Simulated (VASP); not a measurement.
Input of a VASP 6.6.1 run:

File INCAR:

```
  PREC = Accurate
  ENCUT = 520
  EDIFF = 1E-6
  ISMEAR = 0
  SIGMA = 0.1
  LREAL = F
  LASPH = T
  NELM = 80
  ALGO = Normal
  ISIF = 2
  LWAVE = F
  LCHARG = F
  GGA = PE
  NBANDS = 28
```

KPOINTS

```
Automatic mesh
0
Gamma
  8 8 8
```

Contents of POSCAR:

```
Sr2NbH4
1.0
    0.0000000000      3.6927048554      5.0333481634
    3.2953486363      0.0000000000      5.0333481634
    3.2953486363      3.6927048554      0.0000000000
Sr Nb H
2 1 4
Direct
    0.0000000000      0.5000000000      0.5000000000
    0.5000000000      0.0000000000      0.0000000000
    0.5000000000      0.5000000000      0.5000000000
    0.1532005514      0.5637548844      0.8467994486
    0.5637548844      0.1532005514      0.4362451156
    0.4362451156      0.8467994486      0.5637548844
    0.8467994486      0.4362451156      0.1532005514
```

Potentials or basis: VASP PAW PBE potentials, release 64 (Sr_sv, Nb_sv, H).

Command:

```bash
$ cat potpaw_PBE.64/Sr_sv/POTCAR potpaw_PBE.64/Nb_sv/POTCAR potpaw_PBE.64/H/POTCAR > POTCAR
$ mpirun -np 1 vasp_std > vasp.out
```

Q: Estimate the largest force.

A: 0.010 eV/Å.

Q: What does it give for the band gap on the k mesh?

A: Zero (an odd number of electrons rules out a gap without spin polarisation).

Q: What does it give for the pressure?

A: 0.0 GPa.

Forces in eV/Å, atoms in the order of the input:
```
Sr   0.000  0.000  0.000
Sr   0.000  0.000  0.000
Nb   0.000  0.000  0.000
H    0.003  0.000  0.010
H   -0.003  0.000  0.010
H    0.003  0.000 -0.010
H   -0.003  0.000 -0.010
```
